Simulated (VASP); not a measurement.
A run of VASP 6.6.1 is set up as follows.

File INCAR:

```
SYSTEM = HfO2
ALGO = Normal
EDIFF = 1E-6
ENCUT = 520
GGA = RP
ISIF = 2
ISMEAR = -1
IVDW = 12
LASPH = .True.
LCHARG = .False.
LREAL = .False.
LWAVE = .False.
NBANDS = 56
NELM = 100
PREC = Accurate
SIGMA = 0.05
```

The input KPOINTS:

```
k-points
0
Gamma
  5 6 5
  0 0 0
```

Contents of POSCAR:

```
HfO2
1.0
    5.2194633600      0.0000000000      0.0000000000
    0.0000000000      5.0047636900      0.0000000000
    0.0000000000      0.0000000000      5.0326850500
Hf O
4 8
Direct
    0.9669940000      0.7325208200      0.7414403500
    0.5330060000      0.7325208200      0.2414403500
    0.4669940000      0.2674791800      0.7414403500
    0.0330060000      0.2674791800      0.2414403500
    0.6321274500      0.9286454000      0.8792672600
    0.8678725500      0.9286454000      0.3792672600
    0.2339485200      0.5398830500      0.4922923900
    0.2660514800      0.5398830500      0.9922923900
    0.7660514800      0.4601169500      0.9922923900
    0.7339485200      0.4601169500      0.4922923900
    0.1321274500      0.0713546000      0.8792672600
    0.3678725500      0.0713546000      0.3792672600
```

Potentials or basis: VASP PAW PBE potentials, release 64 (Hf_pv, O).

Command:

```sh
$ cat potpaw_PBE.64/Hf_pv/POTCAR potpaw_PBE.64/O/POTCAR > POTCAR
$ mpirun -np 1 vasp_std > vasp.out
```

Problem. Predict the pressure.

Solution. -11.2 GPa.

Problem. Estimate the largest force.

Solution. 0.141 eV/Å.

Problem. Predict the band gap on the k mesh.

Solution. 4.52 eV, indirect (least direct gap 4.71 eV).

Stress tensor (GPa, compression positive):
```
-11.23   0.00   0.00
  0.00 -10.85   0.00
  0.00   0.00 -11.43
```

Caveat: the PAW data sets were made with another functional, which shifts forces and pressure a little; spin-orbit coupling is left out, which moves the levels of the heavy elements. A k mesh can miss the band edges.
